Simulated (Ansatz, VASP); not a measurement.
# NaH6Rh: VASP beside Ansatz

Contents of INCAR:

```
SYSTEM = NaH6Rh
PREC     = Accurate       ! precision mode
ENCUT    = 520            ! plane-wave cutoff, eV
EDIFF    = 1E-6           ! SCF threshold, eV
ISMEAR   = 0              ! smearing method
SIGMA    = 0.1            ! smearing width, eV
LREAL    = .FALSE.        ! projectors in reciprocal space
LASPH    = .TRUE.         ! aspherical terms in the spheres
NELM     = 80             ! most SCF steps
ALGO     = Normal         ! electronic algorithm
ISIF     = 2              ! what is computed and relaxed
LWAVE    = .FALSE.        ! write WAVECAR
LCHARG   = .FALSE.        ! write CHGCAR
GGA      = PE             ! functional
NBANDS   = 24             ! bands
```

Contents of KPOINTS:

```
regular mesh
0
G
  4 4 4
  0 0 0
```

Contents of POSCAR:

```
NaH6Rh
1.0
    4.4055609400      0.0000000000      0.0000000000
    0.0000000000      4.4055609400      0.0000000000
    0.0000000000      0.0000000000      4.4055609400
Na H Rh
1 6 1
Direct
    0.5000000000      0.5000000000      0.5000000000
    0.0000000000      0.5000000000      0.7499499900
    0.5000000000      0.2500500100      0.0000000000
    0.7499499900      0.0000000000      0.5000000000
    0.0000000000      0.5000000000      0.2500500100
    0.5000000000      0.7499499900      0.0000000000
    0.2500500100      0.0000000000      0.5000000000
    0.0000000000      0.0000000000      0.0000000000
```

Input for Ansatz:

```yaml
crystal:
  lattice:
    - [4.40556094, 0.0, 0.0]
    - [0.0, 4.40556094, 0.0]
    - [0.0, 0.0, 4.40556094]
  atoms:
    - { symbol: Na, position: [0.5, 0.5, 0.5] }
    - { symbol: H, position: [0.0, 0.5, 0.74994999] }
    - { symbol: H, position: [0.5, 0.25005001, 0.0] }
    - { symbol: H, position: [0.74994999, 0.0, 0.5] }
    - { symbol: H, position: [0.0, 0.5, 0.25005001] }
    - { symbol: H, position: [0.5, 0.74994999, 0.0] }
    - { symbol: H, position: [0.25005001, 0.0, 0.5] }
    - { symbol: Rh, position: [0.0, 0.0, 0.0] }
basis:
  ecutwfc: 420
kpoints:
  mp_grid: { grid: [4, 4, 4] }
hamiltonian:
  xc: pbe
scf:
  occupations: { method: gaussian, width: 0.1 }
  lower_state_search: "off"
output:
  forces: true
  stress: true
  eigenvalues: true
```

Change from the starting cell: species swapped into the Nb6AlGe type (Pm-3, No. 200).

Alike in both runs: task single point; functional PBE; k mesh 4 × 4 × 4; occupations gaussian, width 0.1 eV; no spin polarisation.

|  | VASP | Ansatz |
| --- | --- | --- |
| version | VASP 6.6.1 | Ansatz 0.2.0 |
| potentials or method | VASP PAW PBE potentials, release 64 (Na_pv, H, Rh_pv), cutoff 520 eV | scalar-relativistic, plane waves, PAW |
| valence electrons in the cell | 28 | 32 |

|  | VASP | Ansatz | Ansatz less VASP |
| --- | --- | --- | --- |
| gap on the k mesh at the Fermi level (eV) | none | none | - |
| pressure (GPa) | -18.3 | -18.2 | +0.10 |
| rms of the force components (eV/Å) | 0.366 | 0.366 | +0.0004 |

Atom by atom the forces differ by 0.000 eV/Å (rms over components). A gap of «none» marks a metal or a gap that the smearing closes. With one functional, cell and mesh, what is left measures potentials, basis and numerics. VASP's potentials hold 28 valence electrons a cell and Ansatz's 32, so a difference there can come from the potentials and not from the codes.
